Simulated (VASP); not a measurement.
Here is a VASP 6.6.1 calculation.

The input INCAR:

```
  ALGO = Normal
  EDIFF = 1E-6
  ENCUT = 520
  GGA = PE
  ISIF = 2
  ISMEAR = 0
  ISPIN = 2
  LASPH = T
  LCHARG = F
  LMAXMIX = 4
  LORBIT = 11
  LREAL = F
  LWAVE = F
  MAGMOM = 0 0 4 4 4
  NBANDS = 35
  NELM = 150
  PREC = Accurate
  SIGMA = 0.1
```

Contents of KPOINTS:

```
k-points
0
Gamma
  10 10 10
```

File POSCAR:

```
Mn3SiB
1.0
    3.8064402884      0.0000000000      0.0000000000
    0.0000000000      3.8064402884      0.0000000000
    0.0000000000      0.0000000000      3.8064402884
Si B Mn
1 1 3
Direct
    0.0000000000      0.0000000000      0.0000000000
    0.5000000000      0.5000000000      0.5000000000
    0.5000000000      0.5000000000      0.0000000000
    0.5000000000      0.0000000000      0.5000000000
    0.0000000000      0.5000000000      0.5000000000
```

Potentials or basis: VASP PAW PBE potentials, release 64 (Si, B, Mn_pv).

The run is started by

```sh
$ cat potpaw_PBE.64/Si/POTCAR potpaw_PBE.64/B/POTCAR potpaw_PBE.64/Mn_pv/POTCAR > POTCAR
$ mpirun -np 1 vasp_std > vasp.out
```

Question: Estimate the pressure.

Answer: 0.2 GPa.

Question: What does it give for the site moments?

Answer: Si -0.09; B -0.10; Mn +1.35 μB.

Question: Estimate the net moment.

Answer: 3.89 μB per cell.
